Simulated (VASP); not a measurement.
# Si (Fm-3m) in VASP: notebook

Si is run at these levels: PBE; tasks: single point.

All numbers are computed with VASP 6.6.1; they aren't measurements. Logs are shortened: lines on timing, memory, paths and dates and some standing lists are left out, and cuts for length are marked.

### Step 1. The cell of the first run

It takes space group Fm-3m (No. 225, cubic). The conventional cell has a = 3.529 Å, b = 3.529 Å, c = 3.529 Å, α = 90.00°, β = 90.00°, γ = 90.00°. Si (site symmetry m-3m) has 12 Si at 2.50 Å within 3.3 Å.

### Step 2. Single point, PBE (volume scaled by 0.760)

INCAR reads:

```
SYSTEM = Si
PREC = Accurate
ENCUT = 520
EDIFF = 1E-6
ISMEAR = 0
SIGMA = 0.05
LREAL = .False.
LASPH = .True.
NELM = 60
ALGO = Normal
ISIF = 2
LWAVE = .False.
LCHARG = .True.
GGA = PE
LELF = .True.
LVHAR = .True.
NBANDS = 8
```

KPOINTS reads:

```
regular mesh
0
Gamma
  22 22 22
  0 0 0
```

POSCAR reads:

```
Si
1.0
    0.0000000000      1.7644604178      1.7644604178
    1.7644604178      0.0000000000      1.7644604178
    1.7644604178      1.7644604178      0.0000000000
Si
1
Direct
    0.0000000000      0.0000000000      0.0000000000
```

Potentials or basis: VASP PAW PBE potentials, release 64 (Si).

The run is started by

```bash
$ cat potpaw_PBE.64/Si/POTCAR > POTCAR
$ mpirun -np 1 vasp_std > vasp.out
```

OUTCAR:

```text
SYSTEM = Si
   PREC = Accurate
   ENCUT = 520
   EDIFF = 1E-6
   ISMEAR = 0
   LREAL = .False.
   LASPH = .True.
   NELM = 60
   ISIF = 2
   GGA = PE

 ion  position               nearest neighbor table
   1  0.000  0.000  0.000-

  LATTYP: Found a face centered cubic cell.
 ALAT       =     3.5289208356

  Lattice vectors:

 A1 = (   0.0000000000,   1.7644604178,   1.7644604178)
 A2 = (   1.7644604178,   0.0000000000,   1.7644604178)
 A3 = (   1.7644604178,   1.7644604178,   0.0000000000)

Analysis of symmetry for initial positions (statically):
=====================================================================
 Subroutine PRICEL returns:
 Original cell was already a primitive cell.

 Routine SETGRP: Setting up the symmetry group for a
 face centered cubic supercell.

 Subroutine GETGRP returns: Found 48 space group operations
 (whereof 48 operations were pure point group operations)
 out of a pool of 48 trial point group operations.

The static configuration has the point symmetry O_h .

Analysis of symmetry for dynamics (positions and initial velocities):
=====================================================================
 Subroutine PRICEL returns:
 Original cell was already a primitive cell.

 Routine SETGRP: Setting up the symmetry group for a
 face centered cubic supercell.

 Subroutine GETGRP returns: Found 48 space group operations
 (whereof 48 operations were pure point group operations)
 out of a pool of 48 trial point group operations.

The dynamic configuration has the point symmetry O_h .

 Subroutine INISYM returns: Found 48 space group operations
 (whereof 48 operations are pure point group operations),
 and found     1 'primitive' translations

----------------------------------------------------------------------------------------

                                     Primitive cell

  volume of cell :      10.9867

  direct lattice vectors                    reciprocal lattice vectors
     0.000000000  1.764460418  1.764460418    -0.283372750  0.283372750  0.283372750
     1.764460418  0.000000000  1.764460418     0.283372750 -0.283372750  0.283372750
     1.764460418  1.764460418  0.000000000     0.283372750  0.283372750 -0.283372750

  length of vectors
     2.495323853  2.495323853  2.495323853     0.490816000  0.490816000  0.490816000

  position of ions in fractional coordinates (direct lattice)
     0.000000000  0.000000000  0.000000000

  ion indices of the primitive-cell ions
   primitive index   ion index
                 1           1

----------------------------------------------------------------------------------------

 KPOINTS: regular mesh

Automatic generation of k-mesh.
 Grid dimensions read from file:
 generate k-points for:   22   22   22

 Generating k-lattice:

  Cartesian coordinates                     Fractional coordinates (reciprocal lattice)
    -0.012880580  0.012880580  0.012880580     0.045454545  0.000000000  0.000000000
     0.012880580 -0.012880580  0.012880580     0.000000000  0.045454545  0.000000000
     0.012880580  0.012880580 -0.012880580     0.000000000  0.000000000  0.045454545

  Length of vectors
     0.022309818  0.022309818  0.022309818

  Shift w.r.t. Gamma in fractional coordinates (k-lattice)
     0.000000000  0.000000000  0.000000000

 Subroutine IBZKPT returns following result:
 ===========================================

 Found    328 irreducible k-points:

 Following reciprocal coordinates:
            Coordinates               Weight
  0.000000  0.000000  0.000000      1.000000
  0.045455  0.000000  0.000000      8.000000
  0.090909  0.000000  0.000000      8.000000
  0.136364  0.000000  0.000000      8.000000
  0.181818  0.000000  0.000000      8.000000
  0.227273  0.000000  0.000000      8.000000
[... 16 lines left out ...]
  0.500000  0.045455  0.000000     24.000000
 -0.454545  0.045455  0.000000     24.000000
 [... further k-points ...]
   k-points           NKPTS =    328   k-points in BZ     NKDIM =    328   number of bands    NBANDS=      8
   number of dos      NEDOS =    301   number of ions     NIONS =      1
   total plane-waves  NPLWV =   8000
   dimension x,y,z NGX =    20 NGY =   20 NGZ =   20
   dimension x,y,z NGXF=    40 NGYF=   40 NGZF=   40
   ions per type =               1
   NGX,Y,Z   is equivalent  to a cutoff of  13.32, 13.32, 13.32 a.u.
   NGXF,Y,Z  is equivalent  to a cutoff of  26.65, 26.65, 26.65 a.u.
 SYSTEM =  Si
   PREC   = accura    normal or accurate (medium, high low for compatibility)
   ISTART =      0    job   : 0-new  1-cont  2-samecut
   ICHARG =      2    charge: 1-file 2-atom 10-const
   ISPIN  =      1    spin polarized calculation?
   LNONCOLLINEAR =      F non collinear calculations
   LSORBIT =      F    spin-orbit coupling
   LASPH  =      T    aspherical Exc in radial PAW
   ENCUT  =  520.0 eV  38.22 Ry    6.18 a.u.   4.64  4.64  4.64*2*pi/ulx,y,z
   NELM   =     60;   NELMIN=  2; NELMDL= -5     # of ELM steps
   EDIFF  = 0.1E-05   stopping-criterion for ELM
   LREAL  =      F    real-space projection
   EDIFFG = 0.1E-04   stopping-criterion for IOM
   NSW    =      0    number of steps for IOM
   IBRION =     -1    ionic relax: 0-MD 1-quasi-New 2-CG
   NFREE  =      0    steps in history (QN), initial steepest desc. (CG)
   ISIF   =      2    stress and relaxation
   ISYM   =      2    0-nonsym 1-usesym 2-fastsym
   POTIM  = 0.5000    time-step for ionic-motion
   TEBEG  =    0.0;   TEEND  =   0.0 temperature during run
   PSTRESS=    0.0 pullay stress
   NELECT =       4.0000    total number of electrons
   NUPDOWN=      -1.0000    fix difference up-down
   EMIN   =  10.00;   EMAX   =-10.00  energy-range for DOS
   EFERMI =   0.00;   METHOD = LEGACY
   ISMEAR =     0;   SIGMA  =   0.05  broadening in eV -4-tet -1-fermi 0-gaus
   EFERMI_NEDOS =   21; number of points for ismear=-14 and -15
   IALGO  =     38    algorithm
   IMIX   =      4    mixing-type and parameters
     AMIX     =   0.40;   BMIX     =  1.00
     AMIX_MAG =   1.60;   BMIX_MAG =  1.00
  volume/ion in A,a.u.               =      10.99        74.14
  Fermi-wavevector in a.u.,A,eV,Ry     =   1.168978  2.209048 18.592483  1.366509
  Thomas-Fermi vector in A             =   2.305457
   LORBIT       =      0    0 simple, 1 ext, 2 COOP (PROOUT), +10 PAW based schemes
   GGA     = PE    functional components
   LHFCALC =     F    Hartree Fock is set to
   AEXX    =    0.0000 exact exchange contribution
   IVDW    =     0    specifies the selected vdW correction
   LEPSILON=     F    determine dielectric tensor
   LRPA    =     F    only Hartree local field effects (RPA)
 non-spin polarized calculation
 Gauss-broadening in eV      SIGMA  =   0.05
  energy-cutoff  :      520.00
  volume of cell :       10.99
 maximum number of plane-waves:       307
   NGX =  9   NGY =  9   NGZ =  9

 number of electron       4.0000000 magnetization

 Free energy of the ion-electron system (eV)
  ---------------------------------------------------
  ext. energy  EPLUGINS =         0.00000000
  ---------------------------------------------------
  free energy    TOTEN  =        -4.53787125 eV

  energy without entropy =       -4.53711804  energy(sigma->0) =       -4.53749464

 E-fermi :  14.2655     XC(G=0): -12.3438

 val. band max:       14.2469277690   @ k =   0.4545   0.3636   0.0455
 cond. band min:      14.2713041404   @ k =  -0.3636   0.4091   0.1818
 fundamental gap:      0.0243763715
 Fermi energy:        14.2654500885

 k-point     1 :       0.0000    0.0000    0.0000
  band No.  band energies     occupation
      1      -3.0274      2.00000
      2      27.2881      0.00000
      3      27.2881      0.00000
      4      27.2881      0.00000
      5      29.1314      0.00000
      6      29.1314      0.00000
      7      29.1314      0.00000
      8      33.2852      0.00000

 k-point     2 :       0.0455    0.0000    0.0000
  band No.  band energies     occupation
      1      -2.9551      2.00000
      2      25.8811      0.00000
      3      26.9997      0.00000
      4      26.9997      0.00000
      5      29.5265      0.00000
      6      29.5265      0.00000
      7      29.8547      0.00000
      8      33.9472      0.00000

 k-point     3 :       0.0909    0.0000    0.0000
  band No.  band energies     occupation
      1      -2.7383      2.00000
      2      23.6461      0.00000
      3      26.4714      0.00000
      4      26.4714      0.00000
      5      30.2765      0.00000
      6      30.3558      0.00000
      7      30.3558      0.00000
      8      34.4885      0.00000

 k-point     4 :       0.1364    0.0000    0.0000
  band No.  band energies     occupation
      1      -2.3775      2.00000
      2      21.3160      0.00000
      3      25.9642      0.00000
      4      25.9642      0.00000
      5      30.3050      0.00000
      6      31.2256      0.00000
      7      31.2256      0.00000
      8      33.5703      0.00000

 k-point     5 :       0.1818    0.0000    0.0000
  band No.  band energies     occupation
      1      -1.8738      2.00000
      2      19.0108      0.00000
      3      25.5436      0.00000
      4      25.5436      0.00000
      5      30.2099      0.00000
      6      31.3305      0.00000
      7      31.3305      0.00000
      8      33.5271      0.00000

 k-point     6 :       0.2273    0.0000    0.0000
  band No.  band energies     occupation
      1      -1.2282      2.00000
      2      16.7733      0.00000
      3      25.2287      0.00000
      4      25.2287      0.00000
      5      30.1071      0.00000
      6      30.4758      0.00000
      7      30.4758      0.00000
      8      34.6126      0.00000

 k-point     7 :       0.2727    0.0000    0.0000
  band No.  band energies     occupation
      1      -0.4424      2.00000
      2      14.6247      0.00000
      3      25.0267      0.00000
      4      25.0267      0.00000
      5      29.4792      0.00000
      6      29.4792      0.00000
      7      30.0529      0.00000
      8      35.4402      0.00000

 k-point     8 :       0.3182    0.0000    0.0000
  band No.  band energies     occupation
      1       0.4818      2.00000
      2      12.5772      2.00000
      3      24.9407      0.00000
      4      24.9407      0.00000
      5      28.5345      0.00000
      6      28.5345      0.00000
      7      30.0796      0.00000
      8      34.4349      0.00000

 k-point     9 :       0.3636    0.0000    0.0000
  band No.  band energies     occupation
      1       1.5420      2.00000
      2      10.6391      2.00000
      3      24.9721      0.00000
      4      24.9721      0.00000
      5      27.6842      0.00000
      6      27.6842      0.00000
      7      30.2057      0.00000
      8      33.5131      0.00000

 k-point    10 :       0.4091    0.0000    0.0000
  band No.  band energies     occupation
      1       2.7356      2.00000
      2       8.8166      2.00000
      3      25.1209      0.00000
      4      25.1209      0.00000
      5      26.9441      0.00000
      6      26.9441      0.00000
      7      30.4397      0.00000
      8      32.6933      0.00000
[... 78 lines left out ...]
 k-point    18 :       0.2727    0.0455    0.0000
  band No.  band energies     occupation
      1      -0.6563      2.00000
      2      15.3827      0.00000
      3      23.9448      0.00000
      4      25.6018      0.00000
      5      28.2762      0.00000
      6      30.7821      0.00000
      7      31.0069      0.00000
      8      34.0348      0.00000

 k-point    19 :       0.3182    0.0455    0.0000
  band No.  band energies     occupation
      1       0.2216      2.00000
      2      13.3034      2.00000
      3      23.8151      0.00000
      4      25.4897      0.00000
      5      27.2751      0.00000
      6      30.0616      0.00000
      7      30.7778      0.00000
      8      34.9613      0.00000

 k-point    20 :       0.3636    0.0455    0.0000
  band No.  band energies     occupation
      1       1.2363      2.00000
      2      11.3300      2.00000
      3      23.8047      0.00000
      4      25.4883      0.00000
      5      26.3730      0.00000
      6      29.1919      0.00000
      7      30.8627      0.00000
      8      34.2776      0.00000

 k-point    21 :       0.4091    0.0455    0.0000
  band No.  band energies     occupation
      1       2.3854      2.00000
      2       9.4697      2.00000
      3      23.9141      0.00000
      4      25.4945      0.00000
      5      25.6921      0.00000
      6      28.4219      0.00000
      7      31.0448      0.00000
      8      33.4743      0.00000

 k-point    22 :       0.4545    0.0455    0.0000
  band No.  band energies     occupation
      1       3.6650      2.00000
      2       7.7289      2.00000
      3      24.1434      0.00000
      4      24.8771      0.00000
      5      25.8716      0.00000
      6      27.7624      0.00000
      7      31.3111      0.00000
      8      32.7829      0.00000

 k-point    23 :       0.5000    0.0455    0.0000
  band No.  band energies     occupation
      1       5.0549      2.00000
      2       6.1290      2.00000
      3      24.3218      0.00000
      4      24.4922      0.00000
      5      26.2294      0.00000
      6      27.2190      0.00000
      7      31.5364      0.00000
      8      32.3570      0.00000

 k-point    24 :      -0.4545    0.0455    0.0000
  band No.  band energies     occupation
      1       4.5848      2.00000
      2       6.6410      2.00000
      3      23.8853      0.00000
      4      24.9582      0.00000
      5      26.7099      0.00000
      6      26.7963      0.00000
      7      31.3539      0.00000
      8      32.5715      0.00000

 [... further k-points ...]

------------------------ aborting loop because EDIFF is reached ----------------------------------------

  FORCE on cell =-STRESS in cart. coord.  units (eV):
  Direction    XX          YY          ZZ          XY          YZ          ZX
  --------------------------------------------------------------------------------------
  -------------------------------------------------------------------------------------
  Total        2.8245627      2.8245627      2.8245627     -0.0000000      0.0000000      0.0000000
  in kB      411.9040317    411.9040317    411.9040317     -0.0000000      0.0000000      0.0000000
  external PRESSURE =     411.9040317 kB  Pullay stress =       0.0000000 kB

 VOLUME and BASIS-vectors are now :
 -----------------------------------------------------------------------------
  energy-cutoff  :      520.00
  volume of cell :       10.99
      direct lattice vectors                 reciprocal lattice vectors
     0.000000000  1.764460418  1.764460418    -0.283372750  0.283372750  0.283372750
     1.764460418  0.000000000  1.764460418     0.283372750 -0.283372750  0.283372750
     1.764460418  1.764460418  0.000000000     0.283372750  0.283372750 -0.283372750

 POSITION                                       TOTAL-FORCE (eV/Angst)
 -----------------------------------------------------------------------------------
      0.00000      0.00000      0.00000         0.000000      0.000000     -0.000000
 -----------------------------------------------------------------------------------
    total drift:                                0.000000      0.000000     -0.000000

  FREE ENERGIE OF THE ION-ELECTRON SYSTEM (eV)
  ---------------------------------------------------
  free  energy   TOTEN  =        -4.5378712483 eV

  energy  without entropy=       -4.5371180397  energy(sigma->0) =       -4.53749464
```

Run time: 14 s. Hardware: 1 thread of Intel Xeon Platinum 8375C at 2.90GHz (Ice Lake), shared host; peak memory 0.13 GiB.

Results:

| Quantity | Value |
| --- | --- |
| Free energy | -4.5379 eV |
| Pressure | 41.2 GPa |
| Band gap on the k mesh | zero (band 2 reaches 27.29 eV, above the bottom of band 3 at 10.88 eV) |

Caveat: the cell differs from its parent crystal (volume scaled by 0.760).

### Step 3. Single point, PBE

This run uses another cell than the first one, of 14.46 Å³/atom, 1.316 times its volume.

INCAR reads:

```
SYSTEM = Si
PREC = Accurate
ENCUT = 520
EDIFF = 1E-6
ISMEAR = 0
SIGMA = 0.05
LREAL = .False.
LASPH = .True.
NELM = 100
ALGO = Normal
ISIF = 2
LWAVE = .False.
LCHARG = .False.
GGA = PE
NBANDS = 8
```

KPOINTS reads:

```
regular mesh
0
Gamma
  20 20 20
  0 0 0
```

POSCAR reads:

```
Si
1.0
    0.0000000000      1.9334846246      1.9334846246
    1.9334846246      0.0000000000      1.9334846246
    1.9334846246      1.9334846246      0.0000000000
Si
1
Direct
    0.0000000000      0.0000000000      0.0000000000
```

Potentials or basis: VASP PAW PBE potentials, release 64 (Si).

The run is started by

```bash
$ cat potpaw_PBE.64/Si/POTCAR > POTCAR
$ mpirun -np 1 vasp_std > vasp.out
```

Run time: 10 s. Hardware: 1 thread of Intel Xeon Platinum 8375C at 2.90GHz (Ice Lake), shared host; peak memory 0.13 GiB.

Results (log left out):

```yaml
Free_energy: -4.8890 eV
Pressure: -0.1 GPa
Band_gap_on_the_k_mesh: zero (band 2 reaches 21.33 eV, above the bottom of band 3 at 7.14 eV)
```

Levels at points of the mesh, in eV from the Fermi level:
| k point | band 1 | band 2 | band 3 | band 4 | band 5 | band 6 | band 7 |
| --- | --- | --- | --- | --- | --- | --- | --- |
| (0.00, 0.00, 0.00) | -14.50 | 11.11 | 11.11 | 11.11 | 11.89 | 11.89 | 11.89 |
| (0.50, 0.00, 0.00) | -7.66 | -7.00 | 8.53 | 8.53 | 10.81 | 10.81 | 13.26 |
| (0.50, 0.50, 0.00) | -5.40 | -4.56 | 3.15 | 3.15 | 4.36 | 6.77 | 24.56 |

### Step 4. Single point, PBE (volume scaled by 0.800)

INCAR reads:

```
PREC = Accurate
ENCUT = 520
EDIFF = 1E-7
ISMEAR = 0
SIGMA = 0.05
LREAL = F
LASPH = T
NELM = 100
ALGO = Normal
ISIF = 2
LWAVE = F
LCHARG = T
GGA = PE
LELF = T
LVHAR = T
NBANDS = 8
```

KPOINTS reads:

```
regular mesh
0
Gamma
  22 22 22
```

POSCAR reads:

```
Si
1.0
    0.0000000000      1.7948881287      1.7948881287
    1.7948881287      0.0000000000      1.7948881287
    1.7948881287      1.7948881287      0.0000000000
Si
1
Direct
    0.0000000000      0.0000000000      0.0000000000
```

The run is started by

```bash
$ cat potpaw_PBE.64/Si/POTCAR > POTCAR
$ mpirun -np 1 vasp_std > vasp.out
```

It took 16 s on 1 thread of Intel Xeon Platinum 8375C at 2.90GHz (Ice Lake), shared host; peak memory 0.13 GiB.

Results (log left out):

| Property | Result |
| --- | --- |
| Free energy | -4.6667 eV |
| Pressure | 30.1 GPa |
| Band gap on the k mesh | zero (band 2 reaches 26.25 eV, above the bottom of band 3 at 10.00 eV) |

Levels at points of the mesh, in eV from the Fermi level:
| k point | band 1 | band 2 | band 3 | band 4 | band 5 | band 6 | band 7 |
| --- | --- | --- | --- | --- | --- | --- | --- |
| (0.00, 0.00, 0.00) | -16.74 | 12.79 | 12.79 | 12.79 | 14.09 | 14.09 | 14.09 |
| (0.50, 0.00, 0.00) | -8.55 | -8.38 | 10.79 | 10.79 | 11.49 | 11.49 | 16.04 |
| (0.50, 0.50, 0.00) | -6.56 | -4.80 | 3.89 | 3.89 | 3.90 | 8.47 | 27.97 |

Caveat: the cell differs from its parent crystal (volume scaled by 0.800).

### Step 5. Overview

| cell | k mesh | gap on the mesh (eV) | pressure (GPa) |
| --- | --- | --- | --- |
| a = 2.495 Å, angles 60.0°, 1 atom | 22 × 22 × 22 | none | 41.2 |
| a = 2.734 Å, angles 60.0°, 1 atom | 20 × 20 × 20 | none | -0.1 |
| a = 2.538 Å, angles 60.0°, 1 atom | 22 × 22 × 22 | none | 30.1 |

Alike in all rows: task single point; level PBE; potentials or basis VASP PAW PBE potentials, release 64 (Si); no spin polarisation; cutoff (eV) 520; smearing gaussian 0.05 eV.

Absolute energies hang on the potentials; compare differences alone.
